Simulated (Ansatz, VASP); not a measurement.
# Ge: VASP beside Ansatz

```
Ge
1.0
     2.71137    0.00000    0.00000
     0.00000    5.42353    0.00000
     0.00000    0.00000    5.42300
Ge
4
Direct
  0.99823 0.25064 0.75000
  0.99823 0.24936 0.25000
  0.00177 0.75064 0.75000
  0.00177 0.74936 0.25000
```

Change from the starting cell: the structure that the rattled cell fell into.

Alike in both runs: functional PBE; k mesh 16 × 8 × 10; occupations gaussian, width 0.1 eV; no spin polarisation.

Ansatz relaxed the structure, and its values are those at the end. VASP's run is a single point on that final structure, the one shown.

```csv
,VASP,Ansatz
version,VASP 6.6.1,Ansatz 0.2.0
potentials or method,"VASP PAW PBE potentials, release 64 (Ge_d), cutoff 520 eV","scalar-relativistic, plane waves, PAW"
valence electrons in the cell,56,56
```

```csv
,VASP,Ansatz,Ansatz less VASP
gap on the k mesh at the Fermi level (eV),none,none,-
pressure (GPa),-0.1,0.0,+0.09
```

A gap of «none» marks a metal or a gap that the smearing closes. With one functional, cell and mesh, what is left measures potentials, basis and numerics.
